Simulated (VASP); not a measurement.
A run of VASP 6.6.1 is set up as follows.

INCAR

```
SYSTEM = GaC4
ALGO = Normal
EDIFF = 1E-7
ENCUT = 520
GGA = PE
ISIF = 2
ISMEAR = 0
LASPH = .TRUE.
LCHARG = .FALSE.
LREAL = .FALSE.
LWAVE = .FALSE.
NBANDS = 22
NELM = 100
PREC = Accurate
SIGMA = 0.1
```

Contents of KPOINTS:

```
k-points
0
G
  12 12 12
  0 0 0
```

File POSCAR:

```
GaC4
1.0
    3.4801421682      0.0000000000      0.0000000000
    0.0000000000      3.4801421682      0.0000000000
    0.0000000000      0.0000000000      3.4801421682
Ga C
1 4
Direct
    0.0000000000      0.0000000000      0.0000000000
    0.0000000000      0.5000000000      0.5000000000
    0.5000000000      0.0000000000      0.5000000000
    0.5000000000      0.5000000000      0.0000000000
    0.5000000000      0.5000000000      0.5000000000
```

Potentials or basis: VASP PAW PBE potentials, release 64 (Ga_d, C).

Launch:

```console
$ cat potpaw_PBE.64/Ga_d/POTCAR potpaw_PBE.64/C/POTCAR > POTCAR
$ mpirun -np 1 vasp_std > vasp.out
```

**Question.** What does it give for the pressure?

**Answer.** 0.3 GPa.
